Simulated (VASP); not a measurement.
Set up this calculation in VASP 6.6.1, as the native input.

```
Task                   : single point
Functional             : PBEsol
Dispersion             : D4
Potentials or basis    : VASP PAW PBE potentials, release 64 (Pb_d, S)
Cutoff                 : 520 eV
k mesh                 : 7 × 7 × 6
Occupations            : fermi-dirac, width 0.05 eV
Spin                   : no spin polarisation
Dipole correction      : no
Further INCAR settings : ALGO = Normal; EDIFF = 1e-07; NBANDS = 28
```

The structure of PbS lies in POSCAR:

```
PbS
1.0
    2.0294628962     -5.6871455094      0.0000000000
    2.0294628962      5.6871455094      0.0000000000
    0.0000000000      0.0000000000      4.2167981555
Pb S
2 2
Direct
    0.1250068742      0.8749931258      0.2500000000
    0.8749931258      0.1250068742      0.7500000000
    0.3609720592      0.6390279408      0.2500000000
    0.6390279408      0.3609720592      0.7500000000
```

The input as run:

INCAR

```
PREC     = Accurate       # precision mode
ENCUT    = 520            # plane-wave cutoff, eV
EDIFF    = 1E-7           # SCF threshold, eV
ISMEAR   = -1             # smearing method
SIGMA    = 0.05           # smearing width, eV
LREAL    = False          # projectors in reciprocal space
LASPH    = True           # aspherical terms in the spheres
NELM     = 100            # most SCF steps
ALGO     = Normal         # electronic algorithm
ISIF     = 2              # what is computed and relaxed
LWAVE    = False          # write WAVECAR
LCHARG   = True           # write CHGCAR
GGA      = PS             # functional
IVDW     = 13             # dispersion correction
LELF     = True           # ELF
LVHAR    = True         
NBANDS   = 28             # bands
```

KPOINTS

```
Automatic mesh
0
Gamma
  7 7 6
```

Potentials or basis: VASP PAW PBE potentials, release 64 (Pb_d, S).

Launch:

```sh
$ cat potpaw_PBE.64/Pb_d/POTCAR potpaw_PBE.64/S/POTCAR > POTCAR
$ mpirun -np 1 vasp_std > vasp.out
```

It gave:

* Pressure: 0.0 GPa
* Band gap on the k mesh: 1.05 eV (least direct gap 1.15 eV)
* Dispersion energy per atom: -0.234 eV

Caveat: the PAW data sets were made with another functional, which shifts forces and pressure a little; spin-orbit coupling is left out, which moves the levels of the heavy elements; an odd mesh through Γ misses points on the zone boundary, where band edges can lie.

Wall time 94 s on 1 thread of Intel(R) Xeon(R) 6975P-C (Granite Rapids), with other jobs on the host, peak memory 0.34 GiB.
